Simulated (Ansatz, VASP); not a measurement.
BaZrO3 in VASP and in Ansatz

POSCAR

```
BaZrO3
1.0
    4.2053520359      0.0000000000      0.0000000000
    0.0000000000      4.2053520359      0.0000000000
    0.0000000000      0.0000000000      4.2053520359
Ba Zr O
1 1 3
Direct
    0.0000000000      0.0000000000      0.0000000000
    0.5000000000      0.5000000000      0.5000000000
    0.0000000000      0.5000000000      0.5000000000
    0.5000000000      0.0000000000      0.5000000000
    0.5000000000      0.5000000000      0.0000000000
```

The input INCAR.step1:

```
SYSTEM = BaZrO3
  ALGO = Normal
  EDIFF = 1E-5
  ENCUT = 520
  GGA = PE
  ISIF = 2
  ISMEAR = 0
  LASPH = .TRUE.
  LCHARG = .FALSE.
  LREAL = .FALSE.
  LWAVE = .TRUE.
  NBANDS = 28
  NELM = 80
  PREC = Accurate
  SIGMA = 0.01
```

Contents of INCAR.step2:

```
SYSTEM = BaZrO3
  ALGO = Normal
  EDIFF = 1E-6
  ENCUT = 520
  GGA = PE
  HFSCREEN = 0.2079
  ISIF = 2
  ISMEAR = 0
  ISTART = 1
  LASPH = .TRUE.
  LCHARG = .FALSE.
  LHFCALC = .TRUE.
  LREAL = .FALSE.
  LWAVE = .FALSE.
  NBANDS = 28
  NELM = 80
  PREC = Accurate
  PRECFOCK = Fast
  SIGMA = 0.01
```

KPOINTS

```
k-points
0
G
  4 4 4
  0 0 0
```

Input for Ansatz:

```yaml
crystal:
  lattice:
    - [4.2053520359, 0.0, 0.0]
    - [0.0, 4.2053520359, 0.0]
    - [0.0, 0.0, 4.2053520359]
  atoms:
    - { symbol: Ba, position: [0.0, 0.0, 0.0] }
    - { symbol: Zr, position: [0.5, 0.5, 0.5] }
    - { symbol: O, position: [0.0, 0.5, 0.5] }
    - { symbol: O, position: [0.5, 0.0, 0.5] }
    - { symbol: O, position: [0.5, 0.5, 0.0] }
kpoints:
  mp_grid: { grid: [4, 4, 4] }
  band_path:
    path: [[0.0, 0.0, 0.0], [0.0, 0.5, 0.0], [0.5, 0.5, 0.0], [0.5, 0.5, 0.5]]
    npoints: 1
hamiltonian:
  xc: hse06
scf:
  occupations: { method: fixed }
  n_extra_bands: 5
output:
  forces: true
  stress: true
  eigenvalues: true
  write_density: true
  write_potential: true
  elf: true
  volumetric_format: npy
```

Alike in both runs: task single point; functional HSE06; k mesh 4 × 4 × 4; no spin polarisation.

```csv
,VASP,Ansatz
version,VASP 6.6.1,Ansatz 0.2.0
potentials or method,"VASP PAW PBE potentials, release 64 (Ba_sv, Zr_sv, O)","plane waves, PAW"
plane-wave cutoff (eV),520,420
occupations,"gaussian, width 0.01 eV",fixed
valence electrons in the cell,40,40
```

Ansatz gave:

```
gap on the k mesh at the Fermi level (eV) : 4.69
pressure (GPa)                            : -1.5
```

**Question.** What did VASP give for the same quantities?

**Answer.** gap on the k mesh at the Fermi level (eV): 4.64; pressure (GPa): -0.5.

Ansatz's warnings: stress exchange threshold loose, stress scf threshold loose.

Spin-orbit coupling is off throughout.
